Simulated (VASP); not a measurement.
Here is a VASP 6.6.1 calculation.

The input INCAR:

```
PREC = Accurate
ENCUT = 520
EDIFF = 1E-7
ISMEAR = 0
SIGMA = 0.1
LREAL = F
LASPH = T
NELM = 100
ALGO = Normal
ISIF = 2
LWAVE = F
LCHARG = F
GGA = PE
NBANDS = 52
```

Contents of KPOINTS:

```
Automatic mesh
0
Gamma
  6 6 6
```

File POSCAR:

```
Ga2As3
1.0
    3.1582285983      1.8234041314      5.7484503220
   -3.1582285983      1.8234041314      5.7484503220
    0.0000000000     -3.6468082629      5.7484503220
Ga As
4 6
Direct
    0.8521800000      0.8521800000      0.8521800000
    0.6478200000      0.6478200000      0.6478200000
    0.1478200000      0.1478200000      0.1478200000
    0.3521800000      0.3521800000      0.3521800000
    0.0562500000      0.4437500000      0.7500000000
    0.7500000000      0.0562500000      0.4437500000
    0.4437500000      0.7500000000      0.0562500000
    0.9437500000      0.5562500000      0.2500000000
    0.2500000000      0.9437500000      0.5562500000
    0.5562500000      0.2500000000      0.9437500000
```

Potentials or basis: VASP PAW PBE potentials, release 64 (Ga_d, As).

Run with:

```bash
$ cat potpaw_PBE.64/Ga_d/POTCAR potpaw_PBE.64/As/POTCAR > POTCAR
$ mpirun -np 1 vasp_std > vasp.out
```

(1) What does it give for the largest force?

(2) Estimate the band gap on the k mesh.

(3) What does it give for the pressure?

## Answers

(1) 0.318 eV/Å.

(2) zero (bands 41 and 42 overlap by 1.40 eV).

(3) 7.8 GPa.

Caveat: the cell stands under pressure.
